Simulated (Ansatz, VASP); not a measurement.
# Al in VASP and in Ansatz

File INCAR:

```
PREC = Accurate
ENCUT = 520
EDIFF = 1E-6
ISMEAR = 0
SIGMA = 0.15
LREAL = False
LASPH = True
NELM = 80
ALGO = Normal
ISIF = 2
LWAVE = False
LCHARG = False
GGA = PE
NBANDS = 8
```

The input KPOINTS:

```
Automatic mesh
0
Gamma
  20 20 20
```

Contents of POSCAR:

```
Al
1.0
    0.0000000000      1.9227810000      2.0745795000
    1.9227810000      0.0000000000      2.0745795000
    1.9227810000      1.9227810000      0.0000000000
Al
1
Direct
    0.0000000000      0.0000000000      0.0000000000
```

Input for Ansatz:

```yaml
crystal:
  lattice:
    - [0.0, 1.922781, 2.0745795]
    - [1.922781, 0.0, 2.0745795]
    - [1.922781, 1.922781, 0.0]
  atoms:
    - { symbol: Al, position: [0.0, 0.0, 0.0] }
basis:
  ecutwfc: 420
kpoints:
  mp_grid: { grid: [20, 20, 20] }
hamiltonian:
  xc: pbe
scf:
  occupations: { method: gaussian, width: 0.15 }
output:
  forces: true
  stress: true
  eigenvalues: true
  write_density: true
  write_potential: true
  elf: true
  volumetric_format: npy
```

Change from the starting cell: strain -0.050 along x and y, +0.025 along z, atoms carried along.

Alike in both runs: task single point; functional PBE; k mesh 20 × 20 × 20; occupations gaussian, width 0.15 eV; no spin polarisation.

|  | VASP | Ansatz |
| --- | --- | --- |
| version | VASP 6.6.1 | Ansatz 0.2.0 |
| potentials or method | VASP PAW PBE potentials, release 64 (Al), cutoff 520 eV | scalar-relativistic, plane waves, PAW |
| valence electrons in the cell | 3 | 3 |

```csv
,VASP,Ansatz,Ansatz less VASP
gap on the k mesh at the Fermi level (eV),none,none,-
pressure (GPa),7.1,7.1,+0.03
"traceless stress, the component that is largest in VASP (GPa)",-4.49,-4.49,0.000
```

A gap of «none» marks a metal or a gap that the smearing closes.
